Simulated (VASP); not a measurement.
Wanted: the native input for a VASP 6.6.1 run.

```yaml
Task: single point
Functional: RPBE
Dispersion: D3(BJ)
Potentials_or_basis: VASP PAW PBE potentials, release 64 (Eu, S)
Cutoff: 600 eV
k_mesh: 8 × 8 × 8
Occupations: fermi-dirac, width 0.05 eV
Spin: collinear spin, ferromagnetic start
Starting_moments: "[7.0, 0.0] μB"
Dipole_correction: no
Further_INCAR_settings: ALGO = Normal; EDIFF = 1e-06; NBANDS = 22
```

The structure of EuS lies in POSCAR:

```
EuS
1.0
    0.0000000000      2.6718579609      2.6718579609
    2.6718579609      0.0000000000      2.6718579609
    2.6718579609      2.6718579609      0.0000000000
Eu S
1 1
Direct
    0.0000000000      0.0000000000      0.0000000000
    0.5000000000      0.5000000000      0.5000000000
```

The input as run:

INCAR

```
SYSTEM = EuS
PREC = Accurate
ENCUT = 600
EDIFF = 1E-6
ISMEAR = -1
SIGMA = 0.05
LREAL = .FALSE.
LASPH = .TRUE.
NELM = 200
ALGO = Normal
ISIF = 2
LWAVE = .FALSE.
LCHARG = .FALSE.
ISPIN = 2
MAGMOM = 7 0
LORBIT = 11
LMAXMIX = 6
GGA = RP
IVDW = 12
NBANDS = 22
GGA_COMPAT = .FALSE.
```

KPOINTS

```
regular mesh
0
G
  8 8 8
  0 0 0
```

Potentials or basis: VASP PAW PBE potentials, release 64 (Eu, S).

Command:

```console
$ cat potpaw_PBE.64/Eu/POTCAR potpaw_PBE.64/S/POTCAR > POTCAR
$ mpirun -np 1 vasp_std > vasp.out
```

Results of the run:

The pressure is -0.2 GPa, the net moment is 6.81 μB per cell and the site moments are Eu +6.44; S -0.10 μB. The valence electrons inside the program's atomic spheres are Eu 14.95; S 3.88 and the dispersion energy per atom is -2.837 eV.

Caveat: the PAW data sets were made with another functional, which shifts forces and pressure a little; a cell with one magnetic atom can't hold antiferromagnetic order, which such compounds often take.

It took 80 s on 1 thread of Intel(R) Xeon(R) Platinum 8488C (Sapphire Rapids) (shared host), peak memory 0.24 GiB.
